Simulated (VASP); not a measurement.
Ti: single point with PBEsol

Crystal: Ti.

```xyz
2
Lattice="3.0385 0.0000 0.0000 -1.5192 2.6314 0.0000 0.0000 0.0000 4.6157" Properties=species:S:1:pos:R:3 pbc="T T T"
Ti    0.0000    1.7543    1.1539
Ti    1.5192    0.8771    3.4618
```

This cell differs from its parent crystal: strain +0.030 along x and y, -0.015 along z.

```
Program                : VASP 6.6.1
Task                   : single point
Functional             : PBEsol
Potentials or basis    : VASP PAW PBE potentials, release 64 (Ti_sv)
Cutoff                 : 520 eV
k mesh                 : 18 × 18 × 10
Occupations            : gaussian, width 0.15 eV
Spin                   : no spin polarisation
Dipole correction      : no
Further INCAR settings : ALGO = Fast; EDIFF = 1e-07; NBANDS = 19
```

| Item | Value |
| --- | --- |
| Pressure | -9.9 GPa |
| Band gap on the k mesh | zero (bands 12 and 13 overlap by 1.05 eV) |

Stress tensor (GPa, compression positive):
```
-11.06   0.00   0.00
  0.00 -11.06   0.00
  0.00   0.00  -7.45
```

Levels at points of the mesh, in eV from the Fermi level:
```csv
k point,band 9,band 10,band 11,band 12,band 13,band 14,band 15,band 16
"(0.00, 0.00, 0.00)",-6.06,-2.52,0.68,0.68,1.01,1.07,1.21,1.21
"(0.50, 0.00, 0.00)",-2.33,-2.02,-1.66,-0.81,0.27,0.71,1.25,2.96
"(0.00, 0.00, 0.50)",-4.19,-4.19,0.24,0.24,0.53,0.53,0.53,0.53
"(0.50, 0.00, 0.50)",-2.40,-2.40,-0.68,-0.68,1.15,1.15,1.49,1.49
```

Wall time 14 min on 1 thread of AMD EPYC 7R43 64-Core Processor (Zen 3), with other jobs on the host, peak memory 0.2 GiB.

Caveat: the cell differs from its parent crystal (strain +0.030 along x and y, -0.015 along z); the cell stands under tension; the PAW data sets were made with another functional, which shifts forces and pressure a little.
